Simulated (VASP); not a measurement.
# CuRuC4N4: single point with PBE

Crystal: CuRuC4N4.

```xyz
10
Lattice="5.8279 0.0000 0.0000 0.0000 5.8279 0.0000 0.0000 0.0000 5.8279" Properties=species:S:1:pos:R:3 pbc="T T T"
Cu    2.9140    2.9140    2.9140
Ru    0.0000    0.0000    0.0000
C     1.1210    1.1210    1.1210
C     1.1210    4.7069    4.7069
C     4.7069    1.1210    4.7069
C     4.7069    4.7069    1.1210
N     1.8012    1.8012    1.8012
N     1.8012    4.0268    4.0268
N     4.0268    1.8012    4.0268
N     4.0268    4.0268    1.8012
```

| Property | Result |
| --- | --- |
| Program | VASP 6.6.1 |
| Task | single point |
| Functional | PBE |
| Potentials or basis | VASP PAW PBE potentials, release 64 (Cu, Ru_pv, C, N) |
| Cutoff | 520 eV |
| k mesh | 4 × 4 × 4 |
| Occupations | gaussian, width 0.1 eV |
| Spin | collinear spin, antiferromagnetic start |
| Starting moments | [1.0, -1.0, 0.0, 0.0, 0.0, 0.0, 0.0, 0.0, 0.0, 0.0] μB |
| Dipole correction | no |
| Further INCAR settings | ALGO = Normal; EDIFF = 1e-06; NBANDS = 46 |

The pressure is 0.5 GPa, the largest force is 0.323 eV/Å and the band gap on the k mesh is zero (filled and empty bands overlap). The net moment is -0.99 μB per cell. The site moments are Cu +0.02; Ru -0.49; C -0.01; N -0.04 μB and the valence electrons inside the program's atomic spheres are Cu 9.99; Ru 12.83; C 2.60; N 3.85.

Forces in eV/Å, atoms in the order of the input:
```
Cu   0.000  0.000  0.000
Ru   0.000  0.000  0.000
C   -0.187 -0.187 -0.187
C   -0.187  0.187  0.187
C    0.187 -0.187  0.187
C    0.187  0.187 -0.187
N    0.134  0.134  0.134
N    0.134 -0.134 -0.134
N   -0.134  0.134 -0.134
N   -0.134 -0.134  0.134
```

Levels at points of the mesh, in eV from the Fermi level:
Spin up:
```tsv
k point	band 27	band 28	band 29	band 30	band 31	band 32	band 33	band 34
(0.00, 0.00, 0.00)	-1.18	-1.15	-1.15	-1.15	0.08	0.08	0.08	4.90
(0.50, 0.00, 0.00)	-1.60	-1.27	-1.27	-0.78	0.34	0.53	0.53	4.24
(0.50, 0.50, 0.00)	-1.59	-1.22	-1.22	-0.79	0.40	0.52	0.52	4.38
(0.50, 0.50, 0.50)	-1.11	-1.11	-1.10	-1.10	0.24	0.24	0.24	4.82
```
Spin down:
```
           k point  band 27  band 28  band 29  band 30  band 31  band 32  band 33  band 34  band 35  band 36
(0.00, 0.00, 0.00)    -1.27    -1.15    -1.15    -1.15    -0.25    -0.25    -0.25     4.72     4.72     4.72
(0.50, 0.00, 0.00)    -1.78    -1.30    -1.30    -0.80     0.01     0.23     0.23     4.14     4.14     4.63
(0.50, 0.50, 0.00)    -1.77    -1.24    -1.24    -0.81     0.05     0.20     0.20     4.30     4.30     4.49
(0.50, 0.50, 0.50)    -1.19    -1.09    -1.09    -1.09    -0.11    -0.11    -0.11     4.73     4.73     4.73
```

Wall time 10 min on 1 thread of Intel(R) Xeon(R) Platinum 8559C (Emerald Rapids), with other jobs on the host, peak memory 0.49 GiB.

Caveat: the antiferromagnetic order is the one typed at the start, and another may lie lower; a cell with one magnetic atom can't hold antiferromagnetic order, which such compounds often take. With open d or f shells a metallic result of PBE can be an artefact of self-interaction; +U or a hybrid may open a gap.
